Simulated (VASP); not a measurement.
# RuS2 (Pa-3) in VASP: notebook

Aim: see how the results for RuS2 move with the level of theory and the settings. Levels: PBE, r2SCAN. Tasks: single point.

Program: VASP 6.6.1. These are calculated values, not measurements. Logs are shortened: lines on timing, memory, paths and dates and some standing lists are left out, and cuts for length are marked.

### 1 The cell of the first run

It takes space group Pa-3 (No. 205, cubic). Conventional cell: a = 5.632 Å, b = 5.632 Å, c = 5.632 Å, α = 90.00°, β = 90.00°, γ = 90.00°. Within 3.1 Å of Ru (site symmetry -3) lie 6 S at 2.36 Å. Within 2.9 Å of S (site symmetry 3) lie 1 S at 2.19 Å and 3 Ru at 2.36 Å.

### 2 Single point, PBE

File INCAR:

```
SYSTEM = RuS2
ALGO     = Normal         ! electronic algorithm
EDIFF    = 1E-6           ! SCF threshold, eV
ENCUT    = 520            ! plane-wave cutoff, eV
GGA      = PE             ! functional
ISIF     = 2              ! what is computed and relaxed
ISMEAR   = -1             ! smearing method
LASPH    = .TRUE.         ! aspherical terms in the spheres
LCHARG   = .FALSE.        ! write CHGCAR
LREAL    = .FALSE.        ! projectors in reciprocal space
LWAVE    = .FALSE.        ! write WAVECAR
NBANDS   = 64             ! bands
NELM     = 60             ! most SCF steps
PREC     = Accurate       ! precision mode
SIGMA    = 0.02           ! smearing width, eV
```

File KPOINTS:

```
k-points
0
G
  4 4 4
  0 0 0
```

File POSCAR:

```
RuS2
1.0
    5.6319165433      0.0000000000      0.0000000000
    0.0000000000      5.6319165433      0.0000000000
    0.0000000000      0.0000000000      5.6319165433
Ru S
4 8
Direct
    0.0000000000      0.5000000000      0.5000000000
    0.5000000000      0.5000000000      0.0000000000
    0.5000000000      0.0000000000      0.5000000000
    0.0000000000      0.0000000000      0.0000000000
    0.3879160855      0.1120839145      0.8879160855
    0.1120839145      0.8879160855      0.3879160855
    0.8879160855      0.3879160855      0.1120839145
    0.6120839145      0.6120839145      0.6120839145
    0.3879160855      0.3879160855      0.3879160855
    0.1120839145      0.6120839145      0.8879160855
    0.8879160855      0.1120839145      0.6120839145
    0.6120839145      0.8879160855      0.1120839145
```

Potentials or basis: VASP PAW PBE potentials, release 64 (Ru_pv, S).

Command:

```sh
cat potpaw_PBE.64/Ru_pv/POTCAR potpaw_PBE.64/S/POTCAR > POTCAR
mpirun -np 1 vasp_std > vasp.out
```

OUTCAR:

```text
SYSTEM = RuS2
   EDIFF = 1E-6
   ENCUT = 520
   GGA = PE
   ISIF = 2
   ISMEAR = -1
   LASPH = .TRUE.
   LREAL = .FALSE.
   NELM = 60
   PREC = Accurate

 ion  position               nearest neighbor table
   1  0.000  0.500  0.500-   6 2.36   7 2.36   8 2.36   9 2.36  10 2.36  11 2.36
   2  0.500  0.500  0.000-   5 2.36   7 2.36   8 2.36   9 2.36  10 2.36  12 2.36
   3  0.500  0.000  0.500-   5 2.36   6 2.36   8 2.36   9 2.36  11 2.36  12 2.36
   4  0.000  0.000  0.000-   5 2.36   6 2.36   7 2.36  10 2.36  11 2.36  12 2.36
   5  0.388  0.112  0.888-  12 2.19   3 2.36   4 2.36   2 2.36
   6  0.112  0.888  0.388-  11 2.19   3 2.36   4 2.36   1 2.36
   7  0.888  0.388  0.112-  10 2.19   2 2.36   4 2.36   1 2.36
   8  0.612  0.612  0.612-   9 2.19   2 2.36   3 2.36   1 2.36
   9  0.388  0.388  0.388-   8 2.19   2 2.36   3 2.36   1 2.36
  10  0.112  0.612  0.888-   7 2.19   2 2.36   4 2.36   1 2.36
  11  0.888  0.112  0.612-   6 2.19   3 2.36   4 2.36   1 2.36
  12  0.612  0.888  0.112-   5 2.19   3 2.36   4 2.36   2 2.36

  LATTYP: Found a simple cubic cell.
 ALAT       =     5.6319165433

  Lattice vectors:

 A1 = (   5.6319165433,   0.0000000000,   0.0000000000)
 A2 = (   0.0000000000,   5.6319165433,   0.0000000000)
 A3 = (   0.0000000000,   0.0000000000,   5.6319165433)

Analysis of symmetry for initial positions (statically):
=====================================================================
 Subroutine PRICEL returns:
 Original cell was already a primitive cell.

 Routine SETGRP: Setting up the symmetry group for a
 simple cubic supercell.

 Subroutine GETGRP returns: Found 24 space group operations
 (whereof  6 operations were pure point group operations)
 out of a pool of 48 trial point group operations.

The static configuration has the point symmetry S_6 .
 The point group associated with its full space group is T_h .

Analysis of symmetry for dynamics (positions and initial velocities):
=====================================================================
 Subroutine PRICEL returns:
 Original cell was already a primitive cell.

 Routine SETGRP: Setting up the symmetry group for a
 simple cubic supercell.

 Subroutine GETGRP returns: Found 24 space group operations
 (whereof  6 operations were pure point group operations)
 out of a pool of 48 trial point group operations.
[... 115 lines left out ...]
   ISYM   =      2    0-nonsym 1-usesym 2-fastsym
   POTIM  = 0.5000    time-step for ionic-motion
   TEBEG  =    0.0;   TEEND  =   0.0 temperature during run
   PSTRESS=    0.0 pullay stress
   NELECT =     104.0000    total number of electrons
   NUPDOWN=      -1.0000    fix difference up-down
   EMIN   =  10.00;   EMAX   =-10.00  energy-range for DOS
   EFERMI =   0.00;   METHOD = LEGACY
   ISMEAR =    -1;   SIGMA  =   0.02  broadening in eV -4-tet -1-fermi 0-gaus
   EFERMI_NEDOS =   21; number of points for ismear=-14 and -15
   IALGO  =     38    algorithm
   IMIX   =      4    mixing-type and parameters
     AMIX     =   0.40;   BMIX     =  1.00
     AMIX_MAG =   1.60;   BMIX_MAG =  1.00
  volume/ion in A,a.u.               =      14.89       100.46
  Fermi-wavevector in a.u.,A,eV,Ry     =   1.366983  2.583223 25.424420  1.868642
  Thomas-Fermi vector in A             =   2.493075
   LORBIT       =      0    0 simple, 1 ext, 2 COOP (PROOUT), +10 PAW based schemes
   GGA     = PE    functional components
   LHFCALC =     F    Hartree Fock is set to
   AEXX    =    0.0000 exact exchange contribution
   IVDW    =     0    specifies the selected vdW correction
   LEPSILON=     F    determine dielectric tensor
   LRPA    =     F    only Hartree local field effects (RPA)
 non-spin polarized calculation
  energy-cutoff  :      520.00
  volume of cell :      178.64
 maximum number of plane-waves:      4839
 NGX is ok and might be reduce to    42
   NGX = 21   NGY = 21   NGZ = 21

 number of electron     104.0000038 magnetization

 Free energy of the ion-electron system (eV)
  ---------------------------------------------------
  ext. energy  EPLUGINS =         0.00000000
  ---------------------------------------------------
  free energy    TOTEN  =       -76.58838053 eV

  energy without entropy =      -76.58838053  energy(sigma->0) =      -76.58838053

 E-fermi :   9.2083     XC(G=0): -11.8900

 val. band max:        8.8320557223   @ k =   0.5000   0.0000   0.0000
 cond. band min:       9.5446948039   @ k =   0.0000   0.0000   0.0000
 fundamental gap:      0.7126390816
 Fermi energy:         9.2083322234

 k-point     1 :       0.0000    0.0000    0.0000
  band No.  band energies     occupation
      1     -33.1111      2.00000
      2     -33.1111      2.00000
      3     -33.1111      2.00000
      4     -33.1019      2.00000
      5     -33.1019      2.00000
      6     -33.0989      2.00000
[... 726 lines left out ...]
     63      12.6670      0.00000
     64      12.6670      0.00000

------------------------ aborting loop because EDIFF is reached ----------------------------------------

  FORCE on cell =-STRESS in cart. coord.  units (eV):
  Direction    XX          YY          ZZ          XY          YZ          ZX
  --------------------------------------------------------------------------------------
  -------------------------------------------------------------------------------------
  Total        1.4731889      1.4731889      1.4731889     -0.0000000     -0.0000000     -0.0000000
  in kB       13.2129677     13.2129677     13.2129677     -0.0000000     -0.0000000     -0.0000000
  external PRESSURE =      13.2129677 kB  Pullay stress =       0.0000000 kB

 VOLUME and BASIS-vectors are now :
 -----------------------------------------------------------------------------
  energy-cutoff  :      520.00
  volume of cell :      178.64
      direct lattice vectors                 reciprocal lattice vectors
     5.631916543  0.000000000  0.000000000     0.177559449  0.000000000  0.000000000
     0.000000000  5.631916543  0.000000000     0.000000000  0.177559449  0.000000000
     0.000000000  0.000000000  5.631916543     0.000000000  0.000000000  0.177559449

 POSITION                                       TOTAL-FORCE (eV/Angst)
 -----------------------------------------------------------------------------------
      0.00000      2.81596      2.81596        -0.000000     -0.000000      0.000000
      2.81596      2.81596      0.00000        -0.000000     -0.000000      0.000000
      2.81596      0.00000      2.81596        -0.000000     -0.000000      0.000000
      0.00000      0.00000      0.00000        -0.000000     -0.000000      0.000000
      2.18471      0.63125      5.00067        -0.082343      0.082343     -0.082343
      0.63125      5.00067      2.18471         0.082343     -0.082343     -0.082343
      5.00067      2.18471      0.63125        -0.082343     -0.082343      0.082343
      3.44721      3.44721      3.44721         0.082343      0.082343      0.082343
      2.18471      2.18471      2.18471        -0.082343     -0.082343     -0.082343
      0.63125      3.44721      5.00067         0.082343      0.082343     -0.082343
      5.00067      0.63125      3.44721        -0.082343      0.082343      0.082343
      3.44721      5.00067      0.63125         0.082343     -0.082343      0.082343
 -----------------------------------------------------------------------------------
    total drift:                                0.000000     -0.000000     -0.000000

  FREE ENERGIE OF THE ION-ELECTRON SYSTEM (eV)
  ---------------------------------------------------
  free  energy   TOTEN  =       -76.5883805344 eV

  energy  without entropy=      -76.5883805332  energy(sigma->0) =      -76.58838053
```

OSZICAR:

```text
N       E                     dE             d eps       ncg     rms          rms(c)
DAV:   1     0.100759704531E+04    0.10076E+04   -0.56389E+04  1496   0.159E+03
DAV:   2    -0.480024404798E+01   -0.10124E+04   -0.97773E+03  1552   0.424E+02
DAV:   3    -0.763838247485E+02   -0.71584E+02   -0.69750E+02  1744   0.103E+02
DAV:   4    -0.783906747559E+02   -0.20069E+01   -0.19946E+01  1624   0.170E+01
DAV:   5    -0.784312021869E+02   -0.40527E-01   -0.40510E-01  1704   0.247E+00    0.370E+01
DAV:   6    -0.773133602575E+02    0.11178E+01   -0.11354E+01  1512   0.183E+01    0.163E+01
DAV:   7    -0.769061996647E+02    0.40716E+00   -0.51851E+00  1512   0.133E+01    0.130E+01
DAV:   8    -0.765908041115E+02    0.31540E+00   -0.10626E+00  1448   0.602E+00    0.741E-01
DAV:   9    -0.765883876051E+02    0.24165E-02   -0.71120E-02  1584   0.105E+00    0.389E-01
DAV:  10    -0.765882595002E+02    0.12810E-03   -0.64370E-03  1552   0.393E-01    0.192E-01
DAV:  11    -0.765883586567E+02   -0.99157E-04   -0.96705E-04  1560   0.146E-01    0.712E-02
DAV:  12    -0.765883875123E+02   -0.28856E-04   -0.26226E-04  1536   0.832E-02    0.557E-02
DAV:  13    -0.765883824851E+02    0.50272E-05   -0.22966E-05  1536   0.290E-02    0.210E-02
DAV:  14    -0.765883811201E+02    0.13649E-05   -0.43663E-06  1184   0.970E-03    0.611E-03
DAV:  15    -0.765883805344E+02    0.58575E-06   -0.35297E-07   704   0.275E-03
   1 F= -.76588381E+02 E0= -.76588381E+02  d E =-.116395E-08
```

stdout:

```text
POSCAR found type information on POSCAR RuS
 POSCAR found :  2 types and      12 ions
 scaLAPACK will be used
 LDA part: xc-table for (Slater+PW92), standard interpolation
 POSCAR, INCAR and KPOINTS ok, starting setup
 FFT: planning ... GRIDC
 FFT: planning ... GRID_SOFT
 FFT: planning ... GRID
 WAVECAR not read
 entering main loop
```

It took 71 s on 1 thread of Intel Xeon 6975P-C (Granite Rapids), shared host; peak memory 0.29 GiB.

Results:

```yaml
Free_energy: -76.5884 eV
Pressure: 1.3 GPa
Largest_force: 0.143 eV/Å
Band_gap_on_the_k_mesh: 0.71 eV (least direct gap 0.92 eV)
```

Forces on the atoms (eV/Å):
```
Ru   0.000  0.000  0.000
Ru   0.000  0.000  0.000
Ru   0.000  0.000  0.000
Ru   0.000  0.000  0.000
S   -0.082  0.082 -0.082
S    0.082 -0.082 -0.082
S   -0.082 -0.082  0.082
S    0.082  0.082  0.082
S   -0.082 -0.082 -0.082
S    0.082  0.082 -0.082
S   -0.082  0.082  0.082
S    0.082 -0.082  0.082
```

Levels at points of the mesh, in eV from the valence-band top:
```tsv
k point	band 50	band 51	band 52	band 53	band 54	band 55
(0.00, 0.00, 0.00)	-0.52	-0.52	-0.21	0.71	2.55	2.55
(0.50, 0.00, 0.00)	-0.27	0.00	0.00	2.05	2.05	2.29
(0.50, 0.50, 0.00)	-0.09	-0.09	-0.09	2.43	2.43	2.43
(0.50, 0.50, 0.50)	-0.66	-0.66	-0.66	2.22	2.22	2.22
```

Caveat: semilocal functionals underestimate gaps, and a narrow one can read as zero.

(Part 1 of 3 ends here.)
